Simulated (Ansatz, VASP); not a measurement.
## Ge in VASP and in Ansatz

```
Ge
1.0
     2.87886    0.00000    0.00000
    -1.43943    2.49317    0.00000
     0.00000    0.00000    2.69339
Ge
1
Direct
  0.00000 0.00000 0.00000
```

Alike in both runs: functional PBE; k mesh 24 × 24 × 20; occupations gaussian, width 0.1 eV; no spin polarisation.

Ansatz relaxed the structure, and its values are those at the end. VASP's run is a single point on that final structure, the one shown.

|  | VASP | Ansatz |
| --- | --- | --- |
| version | VASP 6.6.1 | Ansatz 0.2.0 |
| potentials or method | VASP PAW PBE potentials, release 64 (Ge_d), cutoff 520 eV | scalar-relativistic, plane waves, PAW |
| valence electrons in the cell | 14 | 14 |

Ansatz gave:

* gap on the k mesh at the Fermi level (eV): none
* pressure (GPa): 0.0

Question: Which values does VASP return?

Answer: gap on the k mesh at the Fermi level (eV): none; pressure (GPa): -0.2.

A gap of «none» marks a metal or a gap that the smearing closes. With one functional, cell and mesh, what is left measures potentials, basis and numerics.
